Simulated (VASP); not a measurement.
# SiAu3 (Fm-3m) in VASP: notebook

The runs below take SiAu3 through single point, with LDA.

Program: VASP 6.6.1. These are calculated values, not measurements. Logs are shortened: lines on timing, memory, paths and dates and some standing lists are left out, and cuts for length are marked.

## (1) The cell of the first run

The structure is cubic, space group Fm-3m (No. 225). Conventional cell: a = 6.297 Å, b = 6.297 Å, c = 6.297 Å, α = 90.00°, β = 90.00°, γ = 90.00°. Si (site symmetry m-3m) has 14 Au at 2.73 to 3.15 Å within 3.6 Å. Au (site symmetry -43m) has 4 Si at 2.73 Å and 10 Au at 2.73 to 3.15 Å within 3.6 Å. Au (site symmetry m-3m) has 8 Au at 2.73 Å and 6 Si at 3.15 Å within 3.6 Å.

## (2) Single point, LDA

Input file INCAR:

```
PREC = Accurate
ENCUT = 520
EDIFF = 1E-6
ISMEAR = -1
SIGMA = 0.1
LREAL = F
LASPH = T
NELM = 60
ALGO = Normal
ISIF = 2
LWAVE = F
LCHARG = F
NBANDS = 26
```

Input file KPOINTS:

```
Automatic mesh
0
Gamma
  6 6 6
```

Input file POSCAR:

```
SiAu3
1.0
    0.0000000000      3.1486662265      3.1486662265
    3.1486662265      0.0000000000      3.1486662265
    3.1486662265      3.1486662265      0.0000000000
Si Au
1 3
Direct
    0.0000000000      0.0000000000      0.0000000000
    0.2500000000      0.2500000000      0.2500000000
    0.7500000000      0.7500000000      0.7500000000
    0.5000000000      0.5000000000      0.5000000000
```

Potentials or basis: VASP PAW LDA potentials, release 64 (Si, Au).

On the command line:

```sh
$ cat potpaw_LDA.64/Si/POTCAR potpaw_LDA.64/Au/POTCAR > POTCAR
$ mpirun -np 1 vasp_std > vasp.out
```

OUTCAR:

```text
PREC = Accurate
   ENCUT = 520
   EDIFF = 1E-6
   ISMEAR = -1
   LREAL = F
   LASPH = T
   NELM = 60
   ISIF = 2

 ion  position               nearest neighbor table
   1  0.000  0.000  0.000-   3 2.73   3 2.73   3 2.73   2 2.73   3 2.73   2 2.73   2 2.73   2 2.73
                             4 3.15   4 3.15   4 3.15   4 3.15   4 3.15   4 3.15
   2  0.250  0.250  0.250-   1 2.73   1 2.73   1 2.73   1 2.73   4 2.73   4 2.73   4 2.73   4 2.73
                             3 3.15   3 3.15   3 3.15   3 3.15   3 3.15   3 3.15
   3  0.750  0.750  0.750-   4 2.73   4 2.73   4 2.73   1 2.73   4 2.73   1 2.73   1 2.73   1 2.73
                             2 3.15   2 3.15   2 3.15   2 3.15   2 3.15   2 3.15
   4  0.500  0.500  0.500-   2 2.73   2 2.73   2 2.73   2 2.73   3 2.73   3 2.73   3 2.73   3 2.73
                             1 3.15   1 3.15   1 3.15   1 3.15   1 3.15   1 3.15

  LATTYP: Found a face centered cubic cell.
 ALAT       =     6.2973324530

  Lattice vectors:

 A1 = (   0.0000000000,   3.1486662265,   3.1486662265)
 A2 = (   3.1486662265,   0.0000000000,   3.1486662265)
 A3 = (   3.1486662265,   3.1486662265,   0.0000000000)

Analysis of symmetry for initial positions (statically):
=====================================================================
 Subroutine PRICEL returns:
 Original cell was already a primitive cell.

 Routine SETGRP: Setting up the symmetry group for a
 face centered cubic supercell.

 Subroutine GETGRP returns: Found 48 space group operations
 (whereof 48 operations were pure point group operations)
 out of a pool of 48 trial point group operations.

The static configuration has the point symmetry O_h .

Analysis of symmetry for dynamics (positions and initial velocities):
=====================================================================
 Subroutine PRICEL returns:
 Original cell was already a primitive cell.

 Routine SETGRP: Setting up the symmetry group for a
 face centered cubic supercell.

 Subroutine GETGRP returns: Found 48 space group operations
 (whereof 48 operations were pure point group operations)
 out of a pool of 48 trial point group operations.

The dynamic configuration has the point symmetry O_h .

 Subroutine INISYM returns: Found 48 space group operations
 (whereof 48 operations are pure point group operations),
 and found     1 'primitive' translations

----------------------------------------------------------------------------------------

                                     Primitive cell

  volume of cell :      62.4324

  direct lattice vectors                    reciprocal lattice vectors
     0.000000000  3.148666227  3.148666227    -0.158797397  0.158797397  0.158797397
     3.148666227  0.000000000  3.148666227     0.158797397 -0.158797397  0.158797397
     3.148666227  3.148666227  0.000000000     0.158797397  0.158797397 -0.158797397

  length of vectors
     4.452886481  4.452886481  4.452886481     0.275045159  0.275045159  0.275045159

  position of ions in fractional coordinates (direct lattice)
     0.000000000  0.000000000  0.000000000
     0.250000000  0.250000000  0.250000000
     0.750000000  0.750000000  0.750000000
     0.500000000  0.500000000  0.500000000

  ion indices of the primitive-cell ions
   primitive index   ion index
                 1           1
                 2           2
                 3           3
                 4           4

----------------------------------------------------------------------------------------

 KPOINTS: Automatic mesh

Automatic generation of k-mesh.
 Grid dimensions read from file:
 generate k-points for:    6    6    6

 Generating k-lattice:

  Cartesian coordinates                     Fractional coordinates (reciprocal lattice)
    -0.026466233  0.026466233  0.026466233     0.166666667  0.000000000  0.000000000
     0.026466233 -0.026466233  0.026466233     0.000000000  0.166666667  0.000000000
     0.026466233  0.026466233 -0.026466233     0.000000000  0.000000000  0.166666667

  Length of vectors
     0.045840860  0.045840860  0.045840860

  Shift w.r.t. Gamma in fractional coordinates (k-lattice)
     0.000000000  0.000000000  0.000000000

 Subroutine IBZKPT returns following result:
 ===========================================

 Found     16 irreducible k-points:

 Following reciprocal coordinates:
            Coordinates               Weight
  0.000000  0.000000  0.000000      1.000000
  0.166667  0.000000  0.000000      8.000000
  0.333333  0.000000  0.000000      8.000000
  0.500000  0.000000  0.000000      4.000000
  0.166667  0.166667  0.000000      6.000000
  0.333333  0.166667  0.000000     24.000000
[... 8 lines left out ...]
 -0.333333  0.333333  0.166667     24.000000
 -0.333333  0.500000  0.166667     12.000000
   k-points           NKPTS =     16   k-points in BZ     NKDIM =     16   number of bands    NBANDS=     26
   number of dos      NEDOS =    301   number of ions     NIONS =      4
   total plane-waves  NPLWV =  46656
   dimension x,y,z NGX =    36 NGY =   36 NGZ =   36
   dimension x,y,z NGXF=    72 NGYF=   72 NGZF=   72
   ions per type =               1   3
   NGX,Y,Z   is equivalent  to a cutoff of  13.44, 13.44, 13.44 a.u.
   NGXF,Y,Z  is equivalent  to a cutoff of  26.88, 26.88, 26.88 a.u.
 SYSTEM =  unknown system
   PREC   = accura    normal or accurate (medium, high low for compatibility)
   ISTART =      0    job   : 0-new  1-cont  2-samecut
   ICHARG =      2    charge: 1-file 2-atom 10-const
   ISPIN  =      1    spin polarized calculation?
   LNONCOLLINEAR =      F non collinear calculations
   LSORBIT =      F    spin-orbit coupling
   LASPH  =      T    aspherical Exc in radial PAW
   ENCUT  =  520.0 eV  38.22 Ry    6.18 a.u.   8.28  8.28  8.28*2*pi/ulx,y,z
   NELM   =     60;   NELMIN=  2; NELMDL= -5     # of ELM steps
   EDIFF  = 0.1E-05   stopping-criterion for ELM
   LREAL  =      F    real-space projection
   EDIFFG = 0.1E-04   stopping-criterion for IOM
   NSW    =      0    number of steps for IOM
   IBRION =     -1    ionic relax: 0-MD 1-quasi-New 2-CG
   NFREE  =      0    steps in history (QN), initial steepest desc. (CG)
   ISIF   =      2    stress and relaxation
   ISYM   =      2    0-nonsym 1-usesym 2-fastsym
   POTIM  = 0.5000    time-step for ionic-motion
   TEBEG  =    0.0;   TEEND  =   0.0 temperature during run
   PSTRESS=    0.0 pullay stress
   NELECT =      37.0000    total number of electrons
   NUPDOWN=      -1.0000    fix difference up-down
   EMIN   =  10.00;   EMAX   =-10.00  energy-range for DOS
   EFERMI =   0.00;   METHOD = LEGACY
   ISMEAR =    -1;   SIGMA  =   0.10  broadening in eV -4-tet -1-fermi 0-gaus
   EFERMI_NEDOS =   21; number of points for ismear=-14 and -15
   IALGO  =     38    algorithm
   IMIX   =      4    mixing-type and parameters
     AMIX     =   0.40;   BMIX     =  1.00
     AMIX_MAG =   1.60;   BMIX_MAG =  1.00
  volume/ion in A,a.u.               =      15.61       105.33
  Fermi-wavevector in a.u.,A,eV,Ry     =   1.375114  2.598589 25.727790  1.890939
  Thomas-Fermi vector in A             =   2.500479
   LORBIT       =      0    0 simple, 1 ext, 2 COOP (PROOUT), +10 PAW based schemes
   GGA     = CA    functional components
   LHFCALC =     F    Hartree Fock is set to
   AEXX    =    0.0000 exact exchange contribution
   IVDW    =     0    specifies the selected vdW correction
   LEPSILON=     F    determine dielectric tensor
   LRPA    =     F    only Hartree local field effects (RPA)
 non-spin polarized calculation
  energy-cutoff  :      520.00
  volume of cell :       62.43
 maximum number of plane-waves:      1694
 NGX is ok and might be reduce to    36
   NGX = 17   NGY = 17   NGZ = 17

 number of electron      36.9999998 magnetization

 Free energy of the ion-electron system (eV)
  ---------------------------------------------------
  ext. energy  EPLUGINS =         0.00000000
  ---------------------------------------------------
  free energy    TOTEN  =       -18.68548963 eV

  energy without entropy =      -18.65435983  energy(sigma->0) =      -18.66992473

 E-fermi :  11.1676     XC(G=0): -12.8715

 val. band max:       11.1371012812   @ k =   0.5000   0.1667   0.0000
 cond. band min:      11.3787204444   @ k =   0.3333   0.1667   0.0000
 fundamental gap:      0.2416191632
 Fermi energy:        11.1676406792

 k-point     1 :       0.0000    0.0000    0.0000
  band No.  band energies     occupation
      1      -1.4160      2.00000
      2       3.4204      2.00000
      3       3.4204      2.00000
      4       3.7409      2.00000
      5       3.7409      2.00000
      6       3.7409      2.00000
[... 18 lines left out ...]
     25      17.5398      0.00000
     26      17.5398      0.00000

 k-point     2 :       0.1667    0.0000    0.0000
  band No.  band energies     occupation
      1      -1.0564      2.00000
      2       3.4011      2.00000
      3       3.4042      2.00000
      4       3.4042      2.00000
      5       3.9919      2.00000
      6       3.9919      2.00000
[... 18 lines left out ...]
     25      17.8319      0.00000
     26      17.8319      0.00000

 k-point     3 :       0.3333    0.0000    0.0000
  band No.  band energies     occupation
      1      -0.0818      2.00000
      2       2.8500      2.00000
      3       3.5676      2.00000
      4       3.5676      2.00000
      5       4.2102      2.00000
      6       4.2188      2.00000
[... 18 lines left out ...]
     25      18.7548      0.00000
     26      18.7548      0.00000

 k-point     4 :       0.5000    0.0000    0.0000
  band No.  band energies     occupation
      1       0.8722      2.00000
      2       2.0187      2.00000
      3       3.7281      2.00000
      4       3.7281      2.00000
      5       4.0682      2.00000
      6       4.2352      2.00000
[... 18 lines left out ...]
     25      19.5642      0.00000
     26      19.6316      0.00000
[... 264 lines left out ...]
      1       0.5745      2.00000
      2       2.4260      2.00000
      3       3.4550      2.00000
      4       3.8527      2.00000
      5       4.0418      2.00000
      6       4.2632      2.00000
[... 18 lines left out ...]
     25      19.5993      0.00000
     26      20.7071      0.00000

 k-point    15 :      -0.3333    0.3333    0.1667
  band No.  band energies     occupation
      1       1.0424      2.00000
      2       2.6015      2.00000
      3       3.1208      2.00000
      4       3.6267      2.00000
      5       4.2574      2.00000
      6       4.3577      2.00000
[... 18 lines left out ...]
     25      18.8564      0.00000
     26      20.1918      0.00000

 k-point    16 :      -0.3333    0.5000    0.1667
  band No.  band energies     occupation
      1       1.1040      2.00000
      2       2.7235      2.00000
      3       2.9782      2.00000
      4       3.4820      2.00000
      5       4.3322      2.00000
      6       4.4913      2.00000
[... 18 lines left out ...]
     25      19.6001      0.00000
     26      20.0946      0.00000

------------------------ aborting loop because EDIFF is reached ----------------------------------------

  FORCE on cell =-STRESS in cart. coord.  units (eV):
  Direction    XX          YY          ZZ          XY          YZ          ZX
  --------------------------------------------------------------------------------------
  -------------------------------------------------------------------------------------
  Total        3.5230234      3.5230234      3.5230234      0.0000000      0.0000000     -0.0000000
  in kB       90.4099510     90.4099510     90.4099510      0.0000000      0.0000000     -0.0000000
  external PRESSURE =      90.4099510 kB  Pullay stress =       0.0000000 kB

 VOLUME and BASIS-vectors are now :
 -----------------------------------------------------------------------------
  energy-cutoff  :      520.00
  volume of cell :       62.43
      direct lattice vectors                 reciprocal lattice vectors
     0.000000000  3.148666227  3.148666227    -0.158797397  0.158797397  0.158797397
     3.148666227  0.000000000  3.148666227     0.158797397 -0.158797397  0.158797397
     3.148666227  3.148666227  0.000000000     0.158797397  0.158797397 -0.158797397

 POSITION                                       TOTAL-FORCE (eV/Angst)
 -----------------------------------------------------------------------------------
      0.00000      0.00000      0.00000        -0.000000     -0.000000     -0.000000
      1.57433      1.57433      1.57433        -0.000000     -0.000000     -0.000000
      4.72300      4.72300      4.72300         0.000000      0.000000      0.000000
      3.14867      3.14867      3.14867        -0.000000     -0.000000     -0.000000
 -----------------------------------------------------------------------------------
    total drift:                                0.000000      0.000000      0.000000

  FREE ENERGIE OF THE ION-ELECTRON SYSTEM (eV)
  ---------------------------------------------------
  free  energy   TOTEN  =       -18.6854896309 eV

  energy  without entropy=      -18.6543598278  energy(sigma->0) =      -18.66992473
```

Wall time 46 s (1 thread of Intel Xeon 6975P-C, shared host); peak memory 0.18 GiB.

Results:

| Property | Result |
| --- | --- |
| Free energy | -18.6855 eV |
| Pressure | 9.0 GPa |

Caveat: spin-orbit coupling is left out, which moves the levels of the heavy elements.

## (3) Single point, LDA

This run uses another cell than the first one, of 16.32 Å³/atom, 1.045 times its volume.

Input file INCAR:

```
  PREC = Accurate
  ENCUT = 520
  EDIFF = 1E-6
  ISMEAR = -1
  SIGMA = 0.1
  LREAL = F
  LASPH = T
  NELM = 80
  ALGO = Normal
  ISIF = 2
  LWAVE = F
  LCHARG = T
  LELF = T
  LVHAR = T
  NBANDS = 26
```

Input file KPOINTS:

```
regular mesh
0
Gamma
  6 6 6
```

Input file POSCAR:

```
SiAu3
1.0
    0.0000000000      3.1956681743      3.1956681743
    3.1956681743      0.0000000000      3.1956681743
    3.1956681743      3.1956681743      0.0000000000
Si Au
1 3
Direct
    0.0000000000      0.0000000000      0.0000000000
    0.2500000000      0.2500000000      0.2500000000
    0.7500000000      0.7500000000      0.7500000000
    0.5000000000      0.5000000000      0.5000000000
```

Potentials or basis: VASP PAW LDA potentials, release 64 (Si, Au).

On the command line:

```sh
$ cat potpaw_LDA.64/Si/POTCAR potpaw_LDA.64/Au/POTCAR > POTCAR
$ mpirun -np 1 vasp_std > vasp.out
```

Wall time 51 s (1 thread of Intel Xeon 6975P-C, shared host); peak memory 0.18 GiB.

The run converged. Its results:

- Free energy: -18.7711 eV
- Pressure: 0.8 GPa

Levels at points of the mesh, in eV from the Fermi level:
```tsv
k point	band 16	band 17	band 18	band 19	band 20	band 21
(0.00, 0.00, 0.00)	-3.60	-2.17	1.51	1.51	1.51	2.30
(0.50, 0.00, 0.00)	-3.58	-3.10	-0.75	1.53	1.53	2.61
(0.50, 0.50, 0.00)	-3.29	-3.27	-3.27	-3.09	0.32	0.93
```

Caveat: spin-orbit coupling is left out, which moves the levels of the heavy elements.

## (4) Single point, LDA

This run uses another cell than the first one, of 17.03 Å³/atom, 1.091 times its volume.

Input file INCAR:

```
SYSTEM = SiAu3
PREC = Accurate ; ENCUT = 520
EDIFF = 1E-6 ; ISMEAR = -1
SIGMA = 0.1 ; LREAL = .False.
LASPH = .True. ; NELM = 60
ALGO = Normal ; ISIF = 2
LWAVE = .False. ; LCHARG = .False.
GGA = CA ; NBANDS = 26
```

Input file KPOINTS:

```
regular mesh
0
Gamma
  6 6 6
  0 0 0
```

Input file POSCAR:

```
SiAu3
1.0
    0.0000000000      3.2413267455      3.2413267455
    3.2413267455      0.0000000000      3.2413267455
    3.2413267455      3.2413267455      0.0000000000
Si Au
1 3
Direct
    0.0000000000      0.0000000000      0.0000000000
    0.2500000000      0.2500000000      0.2500000000
    0.7500000000      0.7500000000      0.7500000000
    0.5000000000      0.5000000000      0.5000000000
```

On the command line:

```sh
$ cat potpaw_LDA.64/Si/POTCAR potpaw_LDA.64/Au/POTCAR > POTCAR
$ mpirun -np 1 vasp_std > vasp.out
```

Run time: 47 s. Hardware: 1 thread of Intel Xeon 6975P-C, shared host; peak memory 0.18 GiB.

It converged, with:

- Free energy: -18.7292 eV
- Pressure: -5.4 GPa

Levels at points of the mesh, in eV from the Fermi level:
```tsv
k point	band 14	band 15	band 16	band 17	band 18	band 19	band 20	band 21	band 22	band 23
(0.00, 0.00, 0.00)	-3.54	-3.48	-3.48	-2.23	1.50	1.50	1.50	2.16	3.75	3.75
(0.50, 0.00, 0.00)	-3.69	-3.46	-3.46	-3.00	-0.83	1.46	1.46	2.62	2.63	2.63
(0.50, 0.50, 0.00)	-3.53	-3.16	-3.16	-3.05	-3.05	-2.99	0.18	0.85	5.71	7.61
```

Caveat: spin-orbit coupling is left out, which moves the levels of the heavy elements.

## (5) Summary

| cell | gap on the mesh (eV) | pressure (GPa) |
| --- | --- | --- |
| a = 4.453 Å, angles 60.0°, 4 atoms | none | 9.0 |
| a = 4.519 Å, angles 60.0°, 4 atoms | none | 0.8 |
| a = 4.584 Å, angles 60.0°, 4 atoms | none | -5.4 |

Alike in all rows: task single point; level LDA; potentials or basis VASP PAW LDA potentials, release 64 (Si, Au); no spin polarisation; k mesh 6 × 6 × 6; cutoff (eV) 520; smearing fermi-dirac 0.1 eV.

Caveats: spin-orbit coupling is left out, which moves the levels of the heavy elements.

Total energies depend on the potentials used, so only differences within one code and one set of settings carry meaning.
